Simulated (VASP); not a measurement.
# Co in VASP: further runs

Co is run at these levels: PBE; tasks: single point.

Everything below comes from runs of VASP 6.6.1. Logs are shortened: lines on timing, memory, paths and dates and some standing lists are left out, and cuts for length are marked.

## (1) The cell of the first run

The cell holds a slab with vacuum, 6 atoms: a = 2.540 Å, b = 2.540 Å, c = 25.367 Å, α = 90.00°, β = 90.00°, γ = 120.00°.

## (2) Single point, PBE, collinear spin, ferrimagnetic start

INCAR

```
PREC = Accurate
ENCUT = 520
EDIFF = 1E-6
ISMEAR = -1
SIGMA = 0.05
LREAL = False
LASPH = True
NELM = 150
ALGO = Normal
ISIF = 2
LWAVE = False
LCHARG = False
ISPIN = 2
MAGMOM = 0.68 -2.21 1.27 0.83 -2.37 1.06
LORBIT = 11
LMAXMIX = 4
LDIPOL = True
IDIPOL = 3
DIPOL = 0.5 0.5 0.500
GGA = PE
NBANDS = 40
```

KPOINTS

```
Automatic mesh
0
Gamma
  12 12 1
```

POSCAR

```
Co
1.0
    2.5395032940      0.0000000000      0.0000000000
   -1.2697516470      2.1992743656      0.0000000000
    0.0000000000      0.0000000000     25.3674787838
Co
6
Direct
    0.6666666667      0.3333333333      0.2956541351
    0.3333333333      0.6666666667      0.3773924811
    0.0000000000      0.0000000000      0.4591308270
    0.6666666667      0.3333333333      0.5408691730
    0.3333333333      0.6666666667      0.6226075189
    0.0000000000      0.0000000000      0.7043458649
```

Potentials or basis: VASP PAW PBE potentials, release 64 (Co).

On the command line:

```
cat potpaw_PBE.64/Co/POTCAR > POTCAR
mpirun -np 1 vasp_std > vasp.out
```

OUTCAR:

```text
PREC = Accurate
   ENCUT = 520
   EDIFF = 1E-6
   ISMEAR = -1
   LREAL = False
   LASPH = True
   NELM = 150
   ISIF = 2
   ISPIN = 2
   LORBIT = 11
   GGA = PE

 ion  position               nearest neighbor table
   1  0.667  0.333  0.296-   2 2.54   2 2.54   2 2.54
   2  0.333  0.667  0.377-   3 2.54   3 2.54   3 2.54   1 2.54   1 2.54   1 2.54
   3  0.000  0.000  0.459-   2 2.54   2 2.54   2 2.54   4 2.54   4 2.54   4 2.54
   4  0.667  0.333  0.541-   5 2.54   5 2.54   5 2.54   3 2.54   3 2.54   3 2.54
   5  0.333  0.667  0.623-   4 2.54   4 2.54   4 2.54   6 2.54   6 2.54   6 2.54
   6  0.000  0.000  0.704-   5 2.54   5 2.54   5 2.54

  LATTYP: Found a hexagonal cell.
 ALAT       =     2.5395032940
 C/A-ratio  =     9.9891497852

  Lattice vectors:

 A1 = (   2.5395032940,   0.0000000000,   0.0000000000)
 A2 = (  -1.2697516470,   2.1992743656,   0.0000000000)
 A3 = (   0.0000000000,   0.0000000000,  25.3674787838)

Analysis of symmetry for initial positions (statically):
=====================================================================
 Subroutine PRICEL returns:
 Original cell was already a primitive cell.

 Routine SETGRP: Setting up the symmetry group for a
 hexagonal supercell.

 Subroutine GETGRP returns: Found 12 space group operations
 (whereof  6 operations were pure point group operations)
 out of a pool of 24 trial point group operations.

The static configuration has the point symmetry C_3v.
 The point group associated with its full space group is D_3d.

Analysis of symmetry for dynamics (positions and initial velocities):
=====================================================================
 Subroutine PRICEL returns:
 Original cell was already a primitive cell.

 Routine SETGRP: Setting up the symmetry group for a
 hexagonal supercell.

 Subroutine GETGRP returns: Found 12 space group operations
 (whereof  6 operations were pure point group operations)
 out of a pool of 24 trial point group operations.

The dynamic configuration has the point symmetry C_3v.
 The point group associated with its full space group is D_3d.

Analysis of structural, dynamic, and magnetic symmetry:
=====================================================================
 Subroutine PRICEL returns:
 Original cell was already a primitive cell.

 Routine SETGRP: Setting up the symmetry group for a
 hexagonal supercell.

 Subroutine GETGRP returns: Found  6 space group operations
 (whereof  6 operations were pure point group operations)
 out of a pool of 24 trial point group operations.

The overall configuration has the point symmetry C_3v.

 Subroutine INISYM returns: Found  6 space group operations
 (whereof  6 operations are pure point group operations),
 and found     1 'primitive' translations

----------------------------------------------------------------------------------------

                                     Primitive cell

  volume of cell :     141.6790

  direct lattice vectors                    reciprocal lattice vectors
     2.539503294  0.000000000  0.000000000     0.393777792  0.227347714  0.000000000
    -1.269751647  2.199274366  0.000000000     0.000000000  0.454695428  0.000000000
     0.000000000  0.000000000 25.367478784     0.000000000  0.000000000  0.039420551

  length of vectors
     2.539503294  2.539503294 25.367478784     0.454695428  0.454695428  0.039420551

  position of ions in fractional coordinates (direct lattice)
     0.666666667  0.333333333  0.295654135
     0.333333333  0.666666667  0.377392481
     0.000000000  0.000000000  0.459130827
     0.666666667  0.333333333  0.540869173
     0.333333333  0.666666667  0.622607519
     0.000000000  0.000000000  0.704345865

  ion indices of the primitive-cell ions
   primitive index   ion index
                 1           1
                 2           2
                 3           3
                 4           4
                 5           5
                 6           6
[... 47 lines left out ...]
  0.333333  0.333333  0.000000      2.000000
   k-points           NKPTS =     19   k-points in BZ     NKDIM =     19   number of bands    NBANDS=     40
   number of dos      NEDOS =    301   number of ions     NIONS =      6
   total plane-waves  NPLWV =  76800
   dimension x,y,z NGX =    20 NGY =   20 NGZ =  192
   dimension x,y,z NGXF=    40 NGYF=   40 NGZF=  384
   ions per type =               6
   NGX,Y,Z   is equivalent  to a cutoff of  13.09, 13.09, 12.58 a.u.
   NGXF,Y,Z  is equivalent  to a cutoff of  26.19, 26.19, 25.17 a.u.
 SYSTEM =  unknown system
   PREC   = accura    normal or accurate (medium, high low for compatibility)
   ISTART =      0    job   : 0-new  1-cont  2-samecut
   ICHARG =      2    charge: 1-file 2-atom 10-const
   ISPIN  =      2    spin polarized calculation?
   LNONCOLLINEAR =      F non collinear calculations
   LSORBIT =      F    spin-orbit coupling
   LASPH  =      T    aspherical Exc in radial PAW
   ENCUT  =  520.0 eV  38.22 Ry    6.18 a.u.   4.72  4.72 47.17*2*pi/ulx,y,z
   NELM   =    150;   NELMIN=  2; NELMDL= -5     # of ELM steps
   EDIFF  = 0.1E-05   stopping-criterion for ELM
   LREAL  =      F    real-space projection
   EDIFFG = 0.1E-04   stopping-criterion for IOM
   NSW    =      0    number of steps for IOM
   IBRION =     -1    ionic relax: 0-MD 1-quasi-New 2-CG
   NFREE  =      0    steps in history (QN), initial steepest desc. (CG)
   ISIF   =      2    stress and relaxation
   ISYM   =      2    0-nonsym 1-usesym 2-fastsym
   POTIM  = 0.5000    time-step for ionic-motion
   TEBEG  =    0.0;   TEEND  =   0.0 temperature during run
   PSTRESS=    0.0 pullay stress
   NELECT =      54.0000    total number of electrons
   NUPDOWN=      -1.0000    fix difference up-down
   EMIN   =  10.00;   EMAX   =-10.00  energy-range for DOS
   EFERMI =   0.00;   METHOD = LEGACY
   ISMEAR =    -1;   SIGMA  =   0.05  broadening in eV -4-tet -1-fermi 0-gaus
   EFERMI_NEDOS =   21; number of points for ismear=-14 and -15
   IALGO  =     38    algorithm
   IMIX   =      4    mixing-type and parameters
     AMIX     =   0.40;   BMIX     =  1.00
     AMIX_MAG =   1.60;   BMIX_MAG =  1.00
  volume/ion in A,a.u.               =      23.61       159.35
  Fermi-wavevector in a.u.,A,eV,Ry     =   1.186964  2.243037 19.169028  1.408884
  Thomas-Fermi vector in A             =   2.323126
   LORBIT       =     11    0 simple, 1 ext, 2 COOP (PROOUT), +10 PAW based schemes
   GGA     = PE    functional components
   LHFCALC =     F    Hartree Fock is set to
   AEXX    =    0.0000 exact exchange contribution
   IVDW    =     0    specifies the selected vdW correction
   LEPSILON=     F    determine dielectric tensor
   LRPA    =     F    only Hartree local field effects (RPA)
 spin polarized calculation
  energy-cutoff  :      520.00
  volume of cell :      141.68
 maximum number of plane-waves:      3851
 NGX is ok and might be reduce to    20
   NGX =  9   NGY =  9   NGZ = 95

 dipolmoment           0.000000      0.000000     -0.000413 electrons x Angstroem

 number of electron      54.0000008 magnetization      -1.4088258

 dipolmoment           0.000000      0.000000      0.000028 electrons x Angstroem

 Free energy of the ion-electron system (eV)
  ---------------------------------------------------
  ext. energy  EPLUGINS =         0.00000000
  ---------------------------------------------------
  free energy    TOTEN  =       -39.02308040 eV

  energy without entropy =      -38.89654822  energy(sigma->0) =      -38.95981431

 E-fermi :   2.0703     XC(G=0):  -7.1185

 val. band max:        2.0656192224   @ k =   0.4167   0.1667   0.0000
 cond. band min:       2.0722891668   @ k =   0.4167  -0.0000   0.0000
 fundamental gap:      0.0066699444
 Fermi energy:         2.0703069671

 spin component 1

 k-point     1 :       0.0000    0.0000    0.0000
  band No.  band energies     occupation
      1      -6.1610      1.00000
      2      -5.5704      1.00000
      3      -4.5120      1.00000
      4      -3.3889      1.00000
      5      -2.4774      1.00000
      6      -2.1795      1.00000
[... 787 lines left out ...]
     38       9.3250      0.00000
     39       9.3251      0.00000
 Fermi energy:         2.0703069671

 spin component 2

 k-point     1 :       0.0000    0.0000    0.0000
  band No.  band energies     occupation
      1      -6.1863      1.00000
      2      -5.6298      1.00000
      3      -4.5289      1.00000
      4      -3.3791      1.00000
      5      -2.7970      1.00000
      6      -2.4762      1.00000
[... 787 lines left out ...]
     38       9.2067      0.00000
     39       9.2068      0.00000
 [bands above 39 left out]

------------------------ aborting loop because EDIFF is reached ----------------------------------------

 vacuum level on the upper side and lower side of the slab       (xc-potential included)        -0.006        -0.007

  FORCE on cell =-STRESS in cart. coord.  units (eV):
  Direction    XX          YY          ZZ          XY          YZ          ZX
  --------------------------------------------------------------------------------------
  -------------------------------------------------------------------------------------
  Total       -9.3934828     -9.3934828     -5.9129735      0.0000000      0.0000000      0.0000000
  in kB     -106.2262201   -106.2262201    -66.8668729      0.0000000      0.0000000      0.0000000
  external PRESSURE =     -93.1064377 kB  Pullay stress =       0.0000000 kB

 VOLUME and BASIS-vectors are now :
 -----------------------------------------------------------------------------
  energy-cutoff  :      520.00
  volume of cell :      141.68
      direct lattice vectors                 reciprocal lattice vectors
     2.539503294  0.000000000  0.000000000     0.393777792  0.227347714  0.000000000
    -1.269751647  2.199274366  0.000000000     0.000000000  0.454695428  0.000000000
     0.000000000  0.000000000 25.367478784     0.000000000  0.000000000  0.039420551

 POSITION                                       TOTAL-FORCE (eV/Angst)
 -----------------------------------------------------------------------------------
      1.26975      0.73309      7.50000        -0.000000      0.000000      0.531957
     -0.00000      1.46618      9.57350         0.000000     -0.000000     -0.051357
      0.00000      0.00000     11.64699         0.000000     -0.000000      0.342779
      1.26975      0.73309     13.72049         0.000000     -0.000000     -0.342510
     -0.00000      1.46618     15.79398        -0.000000      0.000000      0.051177
      0.00000      0.00000     17.86748         0.000000     -0.000000     -0.532045
 -----------------------------------------------------------------------------------
    total drift:                               -0.000000      0.000000      0.000823

  FREE ENERGIE OF THE ION-ELECTRON SYSTEM (eV)
  ---------------------------------------------------
  free  energy   TOTEN  =       -39.0230803988 eV

  energy  without entropy=      -38.8965482228  energy(sigma->0) =      -38.95981431

 vacuum level on the upper side and lower side of the slab         7.082         7.082

 total charge

# of ion       s       p       d       tot
------------------------------------------
    1        0.452   0.353   7.236   8.041
    2        0.460   0.469   7.194   8.123
    3        0.458   0.459   7.249   8.165
    4        0.458   0.459   7.249   8.165
    5        0.460   0.469   7.194   8.123
    6        0.452   0.353   7.236   8.041
--------------------------------------------------
tot          2.740   2.561  43.358  48.659

 magnetization (x)

# of ion       s       p       d       tot
------------------------------------------
    1       -0.006  -0.009   0.632   0.617
    2       -0.003   0.002  -1.708  -1.710
    3        0.001   0.003   0.435   0.439
    4        0.001   0.003   0.435   0.439
    5       -0.003   0.002  -1.708  -1.709
    6       -0.006  -0.009   0.632   0.617
--------------------------------------------------
tot         -0.015  -0.011  -1.282  -1.308
```

It took 19 min on 1 thread of Intel Xeon 6975P-C, shared host; peak memory 0.4 GiB.

Results:

```yaml
Free_energy: -39.0231 eV
Largest_force: 0.532 eV/Å
Net_moment: -1.41 μB per cell
Site_moments: Co +0.62, -1.71, +0.44 μB
Valence_electrons_inside_the_program's_atomic_spheres: Co 8.04, 8.12, 8.16
```

Forces in eV/Å, atoms in the order of the input:
```
Co   0.000  0.000  0.532
Co   0.000  0.000 -0.051
Co   0.000  0.000  0.343
Co   0.000  0.000 -0.343
Co   0.000  0.000  0.051
Co   0.000  0.000 -0.532
```

Levels at points of the mesh, in eV from the Fermi level:
Spin up:
| k point | band 22 | band 23 | band 24 | band 25 | band 26 | band 27 | band 28 | band 29 | band 30 | band 31 |
| --- | --- | --- | --- | --- | --- | --- | --- | --- | --- | --- |
| (0.00, 0.00, 0.00) | -1.12 | -1.12 | -0.74 | -0.74 | -0.58 | -0.58 | -0.44 | -0.44 | -0.31 | -0.31 |
| (0.50, 0.00, 0.00) | 0.08 | 0.12 | 0.12 | 0.16 | 0.30 | 0.30 | 0.46 | 0.69 | 1.02 | 1.02 |
Spin down:
```tsv
k point	band 24	band 25	band 26	band 27	band 28	band 29	band 30	band 31	band 32	band 33
(0.00, 0.00, 0.00)	-0.89	-0.89	-0.85	-0.85	-0.25	-0.23	-0.23	0.16	0.22	0.22
(0.50, 0.00, 0.00)	-0.02	0.13	0.26	0.61	0.66	0.68	0.79	0.79	1.61	2.14
```

## (3) Single point, PBE, collinear spin, ferromagnetic start

INCAR

```
SYSTEM = Co
PREC     = Accurate       ! precision mode
ENCUT    = 520            ! plane-wave cutoff, eV
EDIFF    = 1E-6           ! SCF threshold, eV
ISMEAR   = -1             ! smearing method
SIGMA    = 0.05           ! smearing width, eV
LREAL    = .False.        ! projectors in reciprocal space
LASPH    = .True.         ! aspherical terms in the spheres
NELM     = 150            ! most SCF steps
ALGO     = Normal         ! electronic algorithm
ISIF     = 2              ! what is computed and relaxed
LWAVE    = .False.        ! write WAVECAR
LCHARG   = .False.        ! write CHGCAR
ISPIN    = 2              ! spin polarisation
MAGMOM   = 3.5 3.5 3.5 3.5 3.5 3.5 ! initial moments
LORBIT   = 11             ! projections on sites
LMAXMIX  = 4              ! l up to which the mixer works
LDIPOL   = .True.       
IDIPOL   = 3            
DIPOL    = 0.5 0.5 0.500
GGA      = PE             ! functional
NBANDS   = 40             ! bands
```

KPOINTS

```
regular mesh
0
Gamma
  12 12 1
  0 0 0
```

POSCAR is that of step 2.

Potentials or basis: VASP PAW PBE potentials, release 64 (Co).

On the command line:

```
cat potpaw_PBE.64/Co/POTCAR > POTCAR
mpirun -np 1 vasp_std > vasp.out
```

Run time: 9.3 min. Hardware: 1 thread of Intel Xeon 6975P-C, shared host; peak memory 0.39 GiB.

It converged, with:

| Property | Result |
| --- | --- |
| Free energy | -40.4772 eV |
| Largest force | 0.718 eV/Å |
| Net moment | 10.31 μB per cell |
| Site moments | Co +1.79, +1.74, +1.72 μB |
| Valence electrons inside the program's atomic spheres | Co 8.02, 8.15 |

Forces on the atoms (eV/Å):
```
Co   0.000  0.000  0.718
Co   0.000  0.000 -0.416
Co   0.000  0.000  0.137
Co   0.000  0.000 -0.137
Co   0.000  0.000  0.416
Co   0.000  0.000 -0.718
```

Levels at points of the mesh, in eV from the Fermi level:
Spin up:
```
           k point  band 28  band 29  band 30  band 31  band 32  band 33  band 34  band 35  band 36  band 37
(0.00, 0.00, 0.00)    -1.62    -1.62    -1.37    -1.37    -1.14    -1.14    -0.98    -0.98    -0.42     0.09
(0.50, 0.00, 0.00)    -0.75    -0.68    -0.67     0.26     1.16     1.87     2.28     2.46     2.47     5.73
```
Spin down:
| k point | band 18 | band 19 | band 20 | band 21 | band 22 | band 23 | band 24 | band 25 |
| --- | --- | --- | --- | --- | --- | --- | --- | --- |
| (0.00, 0.00, 0.00) | -0.84 | -0.84 | -0.66 | -0.66 | -0.64 | -0.64 | -0.13 | 0.10 |
| (0.50, 0.00, 0.00) | -0.18 | -0.09 | 0.31 | 0.55 | 0.56 | 0.76 | 1.04 | 1.06 |
